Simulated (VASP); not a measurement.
# SrTlF3 (P4/mmm) in VASP: further runs

SrTlF3 is run at these levels: HSE06; tasks: single point.

Everything below comes from runs of VASP 6.6.1. Logs are shortened: lines on timing, memory, paths and dates and some standing lists are left out, and cuts for length are marked.

## 1. The cell of the first run

The structure is tetragonal, space group P4/mmm (No. 123). The conventional cell has a = 4.709 Å, b = 4.709 Å, c = 4.614 Å, α = 90.00°, β = 90.00°, γ = 90.00°. Tl (site symmetry 4/mmm) has 12 F at 3.30 to 3.33 Å and 8 Sr at 4.05 Å within 4.3 Å. Sr (site symmetry 4/mmm) has 6 F at 2.31 to 2.35 Å within 3.0 Å. F (site symmetry mmm) has 2 Sr at 2.35 Å within 3.1 Å. F (site symmetry 4/mmm) has 2 Sr at 2.31 Å within 3.0 Å.

## 2. Single point, HSE06 (uniaxial x strain -2.0%)

POSCAR

```
SrTlF3
1.0
    4.6144231792      0.0000000000      0.0000000000
    0.0000000000      4.7085950809      0.0000000000
    0.0000000000      0.0000000000      4.7085950809
Tl Sr F
1 1 3
Direct
    0.0000000000      0.0000000000      0.0000000000
    0.5000000000      0.5000000000      0.5000000000
    0.5000000000      0.5000000000      0.0000000000
    0.5000000000      0.0000000000      0.5000000000
    0.0000000000      0.5000000000      0.5000000000
```

INCAR.step1

```
SYSTEM = SrTlF3
PREC = Accurate
ENCUT = 520
EDIFF = 1E-5
ISMEAR = 0
SIGMA = 0.01
LREAL = .FALSE.
LASPH = .TRUE.
NELM = 120
ALGO = Normal
ISIF = 2
LWAVE = .TRUE.
LCHARG = .FALSE.
GGA = PE
NBANDS = 30
GGA_COMPAT = .FALSE.
KPAR = 4
```

INCAR.step2

```
SYSTEM = SrTlF3
PREC = Accurate
ENCUT = 520
EDIFF = 1E-6
ISMEAR = 0
SIGMA = 0.01
LREAL = .FALSE.
LASPH = .TRUE.
NELM = 120
ALGO = Normal
ISIF = 2
LWAVE = .FALSE.
LCHARG = .FALSE.
GGA = PE
LHFCALC = .TRUE.
HFSCREEN = 0.2079
PRECFOCK = Normal
ISTART = 1
NBANDS = 30
GGA_COMPAT = .FALSE.
KPAR = 4
```

KPOINTS

```
Automatic mesh
0
G
  4 4 4
  0 0 0
```

Potentials or basis: VASP PAW PBE potentials, release 64 (Tl_d, Sr_sv, F).

The run is started by

```sh
cat potpaw_PBE.64/Tl_d/POTCAR potpaw_PBE.64/Sr_sv/POTCAR potpaw_PBE.64/F/POTCAR > POTCAR
cp INCAR.step1 INCAR
mpirun -np 4 vasp_std > vasp.out
cp INCAR.step2 INCAR
mpirun -np 4 vasp_std > vasp.out
```

OUTCAR:

```text
SYSTEM = SrTlF3
   PREC = Accurate
   ENCUT = 520
   EDIFF = 1E-6
   ISMEAR = 0
   LREAL = .FALSE.
   LASPH = .TRUE.
   NELM = 120
   ISIF = 2
   GGA = PE
   LHFCALC = .TRUE.
   HFSCREEN = 0.2079
   PRECFOCK = Normal
   ISTART = 1

 ion  position               nearest neighbor table
   1  0.000  0.000  0.000-   2 4.05   2 4.05   2 4.05   2 4.05   2 4.05   2 4.05   2 4.05   2 4.05

   2  0.500  0.500  0.500-   5 2.31   5 2.31   3 2.35   3 2.35   4 2.35   4 2.35   1 4.05   1 4.05
                             1 4.05   1 4.05   1 4.05   1 4.05   1 4.05   1 4.05
   3  0.500  0.500  0.000-   2 2.35   2 2.35
   4  0.500  0.000  0.500-   2 2.35   2 2.35
   5  0.000  0.500  0.500-   2 2.31   2 2.31

  LATTYP: Found a simple tetragonal cell.
 ALAT       =     4.7085950809
 C/A-ratio  =     0.9800000000

  Lattice vectors:

 A1 = (   0.0000000000,   4.7085950809,   0.0000000000)
 A2 = (   0.0000000000,   0.0000000000,   4.7085950809)
 A3 = (   4.6144231792,   0.0000000000,   0.0000000000)

Analysis of symmetry for initial positions (statically):
=====================================================================
 Subroutine PRICEL returns:
 Original cell was already a primitive cell.

 Routine SETGRP: Setting up the symmetry group for a
 simple tetragonal supercell.

 Subroutine GETGRP returns: Found 16 space group operations
 (whereof 16 operations were pure point group operations)
 out of a pool of 16 trial point group operations.

The static configuration has the point symmetry D_4h.

Analysis of symmetry for dynamics (positions and initial velocities):
=====================================================================
 Subroutine PRICEL returns:
 Original cell was already a primitive cell.

 Routine SETGRP: Setting up the symmetry group for a
 simple tetragonal supercell.

 Subroutine GETGRP returns: Found 16 space group operations
 (whereof 16 operations were pure point group operations)
 out of a pool of 16 trial point group operations.

The dynamic configuration has the point symmetry D_4h.

 Subroutine INISYM returns: Found 16 space group operations
 (whereof 16 operations are pure point group operations),
 and found     1 'primitive' translations

----------------------------------------------------------------------------------------

                                     Primitive cell

  volume of cell :     102.3058

  direct lattice vectors                    reciprocal lattice vectors
     4.614423179  0.000000000  0.000000000     0.216711810  0.000000000  0.000000000
     0.000000000  4.708595081  0.000000000     0.000000000  0.212377574  0.000000000
     0.000000000  0.000000000  4.708595081     0.000000000  0.000000000  0.212377574

  length of vectors
     4.614423179  4.708595081  4.708595081     0.216711810  0.212377574  0.212377574

  position of ions in fractional coordinates (direct lattice)
     0.000000000  0.000000000  0.000000000
     0.500000000  0.500000000  0.500000000
     0.500000000  0.500000000  0.000000000
     0.500000000  0.000000000  0.500000000
     0.000000000  0.500000000  0.500000000

  ion indices of the primitive-cell ions
   primitive index   ion index
                 1           1
                 2           2
                 3           3
                 4           4
                 5           5

----------------------------------------------------------------------------------------

 KPOINTS: Automatic mesh

Automatic generation of k-mesh.
 Grid dimensions read from file:
 generate k-points for:    4    4    4

 Generating k-lattice:

  Cartesian coordinates                     Fractional coordinates (reciprocal lattice)
     0.054177953  0.000000000  0.000000000     0.250000000  0.000000000  0.000000000
     0.000000000  0.053094393  0.000000000     0.000000000  0.250000000  0.000000000
     0.000000000  0.000000000  0.053094393     0.000000000  0.000000000  0.250000000

  Length of vectors
     0.054177953  0.053094393  0.053094393

  Shift w.r.t. Gamma in fractional coordinates (k-lattice)
     0.000000000  0.000000000  0.000000000

 Subroutine IBZKPT returns following result:
 ===========================================

 Found     18 irreducible k-points:

 Following reciprocal coordinates:
            Coordinates               Weight
  0.000000  0.000000  0.000000      1.000000
  0.250000  0.000000  0.000000      2.000000
  0.500000  0.000000  0.000000      1.000000
  0.000000  0.250000  0.000000      4.000000
  0.250000  0.250000  0.000000      8.000000
  0.500000  0.250000  0.000000      4.000000
[... 10 lines left out ...]
  0.250000  0.500000  0.500000      2.000000
  0.500000  0.500000  0.500000      1.000000
   k-points           NKPTS =     18   k-points in BZ     NKDIM =     64   number of bands    NBANDS=     30
   number of dos      NEDOS =    301   number of ions     NIONS =      5
   total plane-waves  NPLWV =  46656
   dimension x,y,z NGX =    36 NGY =   36 NGZ =   36
   dimension x,y,z NGXF=    72 NGYF=   72 NGZF=   72
   ions per type =               1   1   3
   NGX,Y,Z   is equivalent  to a cutoff of  12.97, 12.71, 12.71 a.u.
   NGXF,Y,Z  is equivalent  to a cutoff of  25.94, 25.42, 25.42 a.u.
 SYSTEM =  SrTlF3
   PREC   = accura    normal or accurate (medium, high low for compatibility)
   ISTART =      1    job   : 0-new  1-cont  2-samecut
   ICHARG =      0    charge: 1-file 2-atom 10-const
   ISPIN  =      1    spin polarized calculation?
   LNONCOLLINEAR =      F non collinear calculations
   LSORBIT =      F    spin-orbit coupling
   LASPH  =      T    aspherical Exc in radial PAW
   ENCUT  =  520.0 eV  38.22 Ry    6.18 a.u.   8.58  8.75  8.75*2*pi/ulx,y,z
   NELM   =    120;   NELMIN=  2; NELMDL=  0     # of ELM steps
   EDIFF  = 0.1E-05   stopping-criterion for ELM
   LREAL  =      F    real-space projection
   EDIFFG = 0.1E-04   stopping-criterion for IOM
   NSW    =      0    number of steps for IOM
   IBRION =     -1    ionic relax: 0-MD 1-quasi-New 2-CG
   NFREE  =      0    steps in history (QN), initial steepest desc. (CG)
   ISIF   =      2    stress and relaxation
   ISYM   =      3    0-nonsym 1-usesym 2-fastsym
   POTIM  = 0.5000    time-step for ionic-motion
   TEBEG  =    0.0;   TEEND  =   0.0 temperature during run
   PSTRESS=    0.0 pullay stress
   NELECT =      44.0000    total number of electrons
   NUPDOWN=      -1.0000    fix difference up-down
   EMIN   =  10.00;   EMAX   =-10.00  energy-range for DOS
   EFERMI =   0.00;   METHOD = LEGACY
   ISMEAR =     0;   SIGMA  =   0.01  broadening in eV -4-tet -1-fermi 0-gaus
   EFERMI_NEDOS =   21; number of points for ismear=-14 and -15
   IALGO  =     38    algorithm
   IMIX   =      1    mixing-type and parameters
     AMIX     =   0.40;   BMIX     =  1.00
     AMIX_MAG =   1.60;   BMIX_MAG =  1.00
  volume/ion in A,a.u.               =      20.46       138.08
  Fermi-wavevector in a.u.,A,eV,Ry     =   1.235736  2.335202 20.776686  1.527043
  Thomas-Fermi vector in A             =   2.370373
   LORBIT       =      0    0 simple, 1 ext, 2 COOP (PROOUT), +10 PAW based schemes
   GGA     = PE    functional components
   LHFCALC =     T    Hartree Fock is set to
   PRECFOCK=normal    Normal, Fast or Accurate (Low or Medium for compatibility)
   ENCUT4O =  -1.0   cutoff for four orbital integrals eV
   NKREDX  =     1    reduce k-point grid by
   NKREDY  =     1    reduce k-point grid by
   NKREDZ  =     1    reduce k-point grid by
   AEXX    =    0.2500 exact exchange contribution
   HFSCREEN=    0.2079 screening length (either q_TF or 0.3 A-1)
   HFSCREENC=   0.2079 screening length for correlation (either q_TF or 0.3 A-1)
   ENCUTFOCK=  -1.0 apply spherical cutoff to Coloumb kernel
   IVDW    =     0    specifies the selected vdW correction
   LEPSILON=     F    determine dielectric tensor
   LRPA    =     F    only Hartree local field effects (RPA)
 non-spin polarized calculation
 Gauss-broadening in eV      SIGMA  =   0.01
  energy-cutoff  :      520.00
  volume of cell :      102.31
 maximum number of plane-waves:      2781
 NGX is ok and might be reduce to    36
  NGX = 28; NGY = 28; NGZ = 28

 number of electron      43.9999996 magnetization

 Free energy of the ion-electron system (eV)
  ---------------------------------------------------
  ext. energy  EPLUGINS =         0.00000000
  ---------------------------------------------------
  free energy    TOTEN  =       -29.04554619 eV

  energy without entropy =      -29.04554619  energy(sigma->0) =      -29.04554619

 E-fermi :  -2.1392     XC(G=0):  -7.1733

 val. band max:       -2.2030961281   @ k =   0.5000   0.0000   0.0000
 cond. band min:       3.5612350816   @ k =   0.5000   0.0000   0.0000
 fundamental gap:      5.7643312097
 Fermi energy:        -2.1391597834

 k-point     1 :       0.0000    0.0000    0.0000
  band No.  band energies     occupation
      1     -33.8966      2.00000
      2     -23.5937      2.00000
      3     -23.5109      2.00000
      4     -23.4818      2.00000
      5     -15.0602      2.00000
      6     -14.9963      2.00000
[... 22 lines left out ...]
     29       9.5170      0.00000
     30       9.5430      0.00000

 k-point     2 :       0.2500    0.0000    0.0000
  band No.  band energies     occupation
      1     -33.8859      2.00000
      2     -23.7169      2.00000
      3     -23.5100      2.00000
      4     -23.4840      2.00000
      5     -14.9881      2.00000
      6     -14.9881      2.00000
[... 22 lines left out ...]
     29      10.0253      0.00000
     30      10.2088      0.00000

 k-point     3 :       0.5000    0.0000    0.0000
  band No.  band energies     occupation
      1     -33.8750      2.00000
      2     -23.8369      2.00000
      3     -23.5089      2.00000
      4     -23.4832      2.00000
      5     -14.9798      2.00000
      6     -14.9798      2.00000
[... 22 lines left out ...]
     29      11.0276      0.00000
     30      11.2004      0.00000

 k-point     4 :       0.0000    0.2500    0.0000
  band No.  band energies     occupation
      1     -33.8887      2.00000
      2     -23.6068      2.00000
      3     -23.5841      2.00000
      4     -23.4935      2.00000
      5     -15.0540      2.00000
      6     -14.9901      2.00000
[... 22 lines left out ...]
     29      10.0500      0.00000
     30      10.2668      0.00000

 k-point     5 :       0.2500    0.2500    0.0000
  band No.  band energies     occupation
      1     -33.8780      2.00000
      2     -23.7153      2.00000
      3     -23.5979      2.00000
      4     -23.4950      2.00000
      5     -14.9810      2.00000
      6     -14.6446      2.00000
[... 22 lines left out ...]
     29      10.6130      0.00000
     30      11.9016      0.00000
[... 328 lines left out ...]
     29      11.2706      0.00000
     30      13.1442      0.00000

 k-point    16 :       0.0000    0.5000    0.5000
  band No.  band energies     occupation
      1     -33.8650      2.00000
      2     -23.6926      2.00000
      3     -23.6926      2.00000
      4     -23.5847      2.00000
      5     -15.0326      2.00000
      6     -14.2746      2.00000
[... 22 lines left out ...]
     29      10.3962      0.00000
     30      13.4220      0.00000

 k-point    17 :       0.2500    0.5000    0.5000
  band No.  band energies     occupation
      1     -33.8542      2.00000
      2     -23.7113      2.00000
      3     -23.6915      2.00000
      4     -23.6915      2.00000
      5     -14.6128      2.00000
      6     -14.2662      2.00000
[... 22 lines left out ...]
     29      11.2096      0.00000
     30      13.1797      0.00000

 k-point    18 :       0.5000    0.5000    0.5000
  band No.  band energies     occupation
      1     -33.8433      2.00000
      2     -23.8322      2.00000
      3     -23.6906      2.00000
      4     -23.6906      2.00000
      5     -14.2578      2.00000
      6     -14.2578      2.00000
[... 22 lines left out ...]
     29      11.6163      0.00000
     30      11.7395      0.00000

------------------------ aborting loop because EDIFF is reached ----------------------------------------

  FORCE on cell =-STRESS in cart. coord.  units (eV):
  Direction    XX          YY          ZZ          XY          YZ          ZX
  --------------------------------------------------------------------------------------
  -------------------------------------------------------------------------------------
  Total        2.3224082      1.0246269      1.0246269      0.0000000      0.0000000      0.0000000
  in kB       36.3704791     16.0463482     16.0463482      0.0000000      0.0000000      0.0000000
  external PRESSURE =      22.8210585 kB  Pullay stress =       0.0000000 kB

 VOLUME and BASIS-vectors are now :
 -----------------------------------------------------------------------------
  energy-cutoff  :      520.00
  volume of cell :      102.31
      direct lattice vectors                 reciprocal lattice vectors
     4.614423179  0.000000000  0.000000000     0.216711810  0.000000000  0.000000000
     0.000000000  4.708595081  0.000000000     0.000000000  0.212377574  0.000000000
     0.000000000  0.000000000  4.708595081     0.000000000  0.000000000  0.212377574

 POSITION                                       TOTAL-FORCE (eV/Angst)
 -----------------------------------------------------------------------------------
      0.00000      0.00000      0.00000         0.000000      0.000000      0.000000
      2.30721      2.35430      2.35430         0.000000      0.000000      0.000000
      2.30721      2.35430      0.00000         0.000000      0.000000      0.000000
      2.30721      0.00000      2.35430         0.000000      0.000000      0.000000
      0.00000      2.35430      2.35430         0.000000      0.000000      0.000000
 -----------------------------------------------------------------------------------
    total drift:                               -0.000000      0.000001      0.000001

  FREE ENERGIE OF THE ION-ELECTRON SYSTEM (eV)
  ---------------------------------------------------
  free  energy   TOTEN  =       -29.0455461870 eV

  energy  without entropy=      -29.0455461870  energy(sigma->0) =      -29.04554619
```

Wall time 38 min (4 MPI ranks of Intel Xeon Platinum 8259CL at 2.50GHz (Skylake/Cascade Lake), shared host); peak memory 0.38 GiB.

What came out:

| Item | Value |
| --- | --- |
| Free energy | -29.0455 eV |
| Pressure | 2.3 GPa |
| Band gap on the k mesh | 5.76 eV |

Stress tensor (GPa, compression positive):
```
3.64 0.00 0.00
0.00 1.60 0.00
0.00 0.00 1.60
```

Caveat: the cell differs from its parent crystal (uniaxial x strain -2.0%); the PAW data sets were made with another functional, which shifts forces and pressure a little; spin-orbit coupling is left out, which moves the levels of the heavy elements. A k mesh can miss the band edges.

[end of part 1 of 2]
